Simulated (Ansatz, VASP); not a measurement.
# Two plane-wave programs on Pd

INCAR

```
SYSTEM = Pd
PREC = Accurate ; ENCUT = 520
EDIFF = 1E-7 ; ISMEAR = 0
SIGMA = 0.1 ; LREAL = .FALSE.
LASPH = .TRUE. ; NELM = 100
ALGO = Fast ; ISIF = 2
LWAVE = .FALSE. ; LCHARG = .FALSE.
GGA = PE ; NBANDS = 11
```

Contents of KPOINTS:

```
Automatic mesh
0
G
  18 18 18
  0 0 0
```

POSCAR

```
Pd
1.0
   -1.5841572660      1.5841572660      1.5841572660
    1.5841572660     -1.5841572660      1.5841572660
    1.5841572660      1.5841572660     -1.5841572660
Pd
1
Direct
    0.0000000000      0.0000000000      0.0000000000
```

Input for Ansatz:

```yaml
crystal:
  lattice:
    - [-1.584157266, 1.584157266, 1.584157266]
    - [1.584157266, -1.584157266, 1.584157266]
    - [1.584157266, 1.584157266, -1.584157266]
  atoms:
    - { symbol: Pd, position: [0.0, 0.0, 0.0] }
basis:
  ecutwfc: 420
kpoints:
  mp_grid: { grid: [18, 18, 18] }
hamiltonian:
  xc: pbe
scf:
  occupations: { method: gaussian, width: 0.1 }
output:
  forces: true
  stress: true
  eigenvalues: true
```

Alike in both runs: task single point; functional PBE; k mesh 18 × 18 × 18; occupations gaussian, width 0.1 eV; no spin polarisation.

|  | VASP | Ansatz |
| --- | --- | --- |
| version | VASP 6.6.1 | Ansatz 0.2.0 |
| potentials or method | VASP PAW PBE potentials, release 64 (Pd), cutoff 520 eV | scalar-relativistic, plane waves, PAW |
| valence electrons in the cell | 10 | 18 |

Ansatz gave:

| Item | Value |
| --- | --- |
| gap on the k mesh at the Fermi level (eV) | none |
| pressure (GPa) | -4.5 |

What did VASP give for the same quantities?

gap on the k mesh at the Fermi level (eV): none; pressure (GPa): -4.7.

A gap of «none» marks a metal or a gap that the smearing closes. VASP's potentials hold 10 valence electrons a cell and Ansatz's 18, so a difference there can come from the potentials and not from the codes.
